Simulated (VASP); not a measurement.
Wanted: the native input for a VASP 6.6.1 run.

```yaml
Task: single point
Functional: PBE
Potentials_or_basis: VASP PAW PBE potentials, release 64 (Mo_sv, W_sv, C)
Cutoff: 520 eV
k_mesh: 8 × 8 × 8
Occupations: gaussian, width 0.1 eV
Spin: no spin polarisation
Dipole_correction: no
Further_INCAR_settings: ALGO = Normal; EDIFF = 1e-06; NBANDS = 38
```

The structure of MoW2C4 lies in POSCAR:

```
MoW2C4
1.0
    4.2901877275      0.0000000000      0.0000000000
    0.0000000000      4.2901877275      0.0000000000
    0.0000000000      0.0000000000      4.2787394302
Mo W C
1 2 4
Direct
    0.5000000000      0.5000000000      0.0000000000
    0.0000000000      0.5000000000      0.5000000000
    0.5000000000      0.0000000000      0.5000000000
    0.0000000000      0.5000000000      0.0000000000
    0.5000000000      0.0000000000      0.0000000000
    0.0000000000      0.0000000000      0.5000000000
    0.5000000000      0.5000000000      0.5000000000
```

These files were run (other wordings do the same):

INCAR

```
PREC = Accurate
ENCUT = 520
EDIFF = 1E-6
ISMEAR = 0
SIGMA = 0.1
LREAL = F
LASPH = T
NELM = 60
ALGO = Normal
ISIF = 2
LWAVE = F
LCHARG = F
GGA = PE
NBANDS = 38
```

KPOINTS

```
regular mesh
0
Gamma
  8 8 8
```

Potentials or basis: VASP PAW PBE potentials, release 64 (Mo_sv, W_sv, C).

Run with:

```bash
$ cat potpaw_PBE.64/Mo_sv/POTCAR potpaw_PBE.64/W_sv/POTCAR potpaw_PBE.64/C/POTCAR > POTCAR
$ mpirun -np 1 vasp_std > vasp.out
```

Results of the run:

| Property | Result |
| --- | --- |
| Pressure | 0.6 GPa |
| Band gap on the k mesh | zero (bands 29 and 30 overlap by 2.27 eV) |

Caveat: spin-orbit coupling is left out, which moves the levels of the heavy elements.

Run time: 3.6 min on 1 thread of Intel Xeon 8259CL (shared host), peak memory 0.32 GiB.
